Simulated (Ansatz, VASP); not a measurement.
BaTiO3 in VASP and in Ansatz

File INCAR:

```
  PREC = Accurate
  ENCUT = 520
  EDIFF = 1E-7
  ISMEAR = -1
  SIGMA = 0.05
  LREAL = F
  LASPH = T
  NELM = 150
  ALGO = Normal
  ISIF = 2
  LWAVE = F
  LCHARG = T
  LMAXMIX = 4
  LDAU = T
  LDAUTYPE = 2
  LDAUL = -1 2 -1
  LDAUU = 0 4 0
  LDAUJ = 0 0 0
  LDAUPRINT = 1
  GGA = PE
  LELF = T
  LVHAR = T
  NBANDS = 28
```

File KPOINTS:

```
regular mesh
0
Gamma
  7 6 7
```

Contents of POSCAR:

```
BaTiO3
1.0
    3.7288979900     -0.4219254500      0.0223674800
   -0.2844733300      3.2754742700      3.1100811900
    0.3164270400     -2.7537071700      2.5899183700
Ba Ti O
1 1 3
Direct
    0.0036372600      0.9972694200      0.9985015400
    0.5002452300      0.5116078500      0.5101821300
    0.9983542100      0.4928168200      0.4950359800
    0.4999067000      0.5015397800      0.9945381500
    0.4978566000      0.9929861300      0.4979621900
```

Contents of input.yaml:

```yaml
crystal:
  lattice:
    - [3.72889799, -0.42192545, 0.02236748]
    - [-0.28447333, 3.27547427, 3.11008119]
    - [0.31642704, -2.75370717, 2.58991837]
  atoms:
    - { symbol: Ba, position: [0.00363726, 0.99726942, 0.99850154] }
    - { symbol: Ti, position: [0.50024523, 0.51160785, 0.51018213] }
    - { symbol: O, position: [0.99835421, 0.49281682, 0.49503598] }
    - { symbol: O, position: [0.4999067, 0.50153978, 0.99453815] }
    - { symbol: O, position: [0.4978566, 0.99298613, 0.49796219] }
hamiltonian:
  xc: pbe
  pseudopotentials: { kind: paw }
  hubbard: { sites: [{ species: Ti, l: d, u_eff: 4.0 }] }
kpoints:
  mp_grid: { grid: [7, 6, 7] }
  band_path:
    path:
      - [[0.0, 0.0, 0.5], [0.0, 0.0, 0.0], [0.0, -0.5, 0.0]]
      - [[0.0, -0.5, 0.5], [0.0, 0.0, 0.0], [0.5, 0.0, 0.0]]
      - [[0.5, 0.0, 0.5], [0.0, 0.0, 0.0], [0.5, -0.5, 0.0]]
      - [[0.5, -0.5, 0.5], [0.0, 0.0, 0.0]]
    npoints: 14
scf:
  occupations: { method: fermi_dirac, width: 0.05 }
  n_extra_bands: 12
output:
  forces: true
  stress: true
  eigenvalues: true
  fatbands: true
```

Alike in both runs: functional PBE; k mesh 7 × 6 × 7; occupations fermi-dirac, width 0.05 eV; no spin polarisation; Hubbard terms Ti d U = 4.0 eV.

|  | VASP | Ansatz |
| --- | --- | --- |
| version | VASP 6.6.1 | Ansatz 0.2.0 |
| potentials or method | VASP PAW PBE potentials, release 64 (Ba_sv, Ti_sv, O) | Ansatz PAW |
| plane-wave cutoff (eV) | 520 | 420 |
| valence electrons in the cell | 40 | 40 |
| task | single point | band structure |

```tsv
	VASP	Ansatz	Ansatz less VASP
gap on the k mesh at the Fermi level (eV)	0.89	1.07	+0.186
least direct gap on the mesh (eV)	0.98	1.15	+0.167
pressure (GPa)	23.6	18.8	-4.83
traceless stress, the component that is largest in VASP (GPa)	27.50	26.19	-1.316
rms of the force components (eV/Å)	0.310	0.251	-0.0592
```

The programs project onto different local orbitals, so the same U acts differently, and such runs can settle in different states. Atom by atom the forces differ by 0.113 eV/Å (rms over components).

Spin-orbit coupling is off throughout.
